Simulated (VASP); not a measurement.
**Cu: single point with PBE**

Crystal: Cu.

```
Cu
1.0
     0.00000    1.86173    1.78039
     1.86173    0.00000    1.78039
     1.86173    1.86173    0.00000
Cu
1
Direct
  0.00000 0.00000 0.00000
```

This cell differs from its parent crystal: strain +0.030 along x and y, -0.015 along z.

```
Program                : VASP 6.6.1
Task                   : single point
Functional             : PBE
Potentials or basis    : VASP PAW PBE potentials, release 64 (Cu)
Cutoff                 : 520 eV
k mesh                 : 22 × 22 × 22
Occupations            : gaussian, width 0.15 eV
Spin                   : no spin polarisation
Dipole correction      : no
Further INCAR settings : ALGO = Fast; EDIFF = 1e-06; NBANDS = 12
```

| Property | Result |
| --- | --- |
| Pressure | -3.4 GPa |

Stress tensor (GPa, compression positive):
```
-4.10  0.00  0.00
 0.00 -4.10  0.00
 0.00  0.00 -2.09
```

Levels at points of the mesh, in eV from the Fermi level:
```
           k point  band 4  band 5  band 6  band 7  band 8  band 9
(0.00, 0.00, 0.00)   -2.76   -2.23   -2.03   22.28   24.53   24.53
(0.50, 0.00, 0.00)   -1.64   -1.55   -0.87    3.55   20.33   20.70
(0.50, 0.50, 0.00)   -1.45   -1.45    2.17    7.60   12.07   12.07
(0.50, 0.00, 0.50)   -1.53   -1.41    1.23    6.43   13.07   13.16
```

Wall time 53 s on 1 thread of Intel(R) Xeon(R) 6975P-C (Granite Rapids), on a shared host, peak memory 0.23 GiB.

Caveat: the cell differs from its parent crystal (strain +0.030 along x and y, -0.015 along z).
